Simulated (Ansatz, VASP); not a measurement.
# Cu in VASP and in Ansatz

Contents of INCAR:

```
SYSTEM = Cu
PREC = Accurate
ENCUT = 520
EDIFF = 1E-6
ISMEAR = 0
SIGMA = 0.15
LREAL = .FALSE.
LASPH = .TRUE.
NELM = 60
ALGO = Fast
ISIF = 2
LWAVE = .FALSE.
LCHARG = .TRUE.
GGA = PS
LELF = .TRUE.
LVHAR = .TRUE.
NBANDS = 18
```

The input KPOINTS:

```
Automatic mesh
0
G
  24 24 12
  0 0 0
```

The input POSCAR:

```
Cu
1.0
    2.4187400005      0.0000000000      0.0000000000
   -1.2093700003      2.0946902856      0.0000000000
    0.0000000000      0.0000000000      4.1120998749
Cu
2
Direct
    0.3333333333      0.6666666667      0.2500000000
    0.6666666667      0.3333333333      0.7500000000
```

Input for Ansatz:

```yaml
crystal:
  lattice:
    - [2.4187400005, 0.0, 0.0]
    - [-1.2093700003, 2.0946902856, 0.0]
    - [0.0, 0.0, 4.1120998749]
  atoms:
    - { symbol: Cu, position: [0.3333333333, 0.6666666667, 0.25] }
    - { symbol: Cu, position: [0.6666666667, 0.3333333333, 0.75] }
basis:
  ecutwfc: 520.0
kpoints:
  mp_grid: { grid: [24, 24, 12] }
hamiltonian:
  xc: pbesol
  pseudopotentials: { kind: paw }
scf:
  occupations: { method: gaussian, width: 0.15 }
output:
  forces: true
  stress: true
  eigenvalues: true
```

Alike in both runs: task single point; functional PBEsol; k mesh 24 × 24 × 12; occupations gaussian, width 0.15 eV; no spin polarisation.

|  | VASP | Ansatz |
| --- | --- | --- |
| version | VASP 6.6.1 | Ansatz 0.2.0 |
| potentials or method | VASP PAW PBE potentials, release 64 (Cu), cutoff 520 eV | scalar-relativistic, plane waves, PAW |
| valence electrons in the cell | 22 | 38 |

|  | VASP | Ansatz | Ansatz less VASP |
| --- | --- | --- | --- |
| gap on the k mesh at the Fermi level (eV) | none | none | - |
| pressure (GPa) | 19.7 | 17.5 | -2.21 |
| traceless stress, the component that is largest in VASP (GPa) | -6.83 | -6.79 | +0.035 |

VASP's potentials were made for PBE, not for PBEsol. A gap of «none» marks a metal or a gap that the smearing closes. The functional is the same, so the differences come from potentials, cutoffs and numerics. VASP's potentials hold 22 valence electrons a cell and Ansatz's 38, so a difference there can come from the potentials and not from the codes.
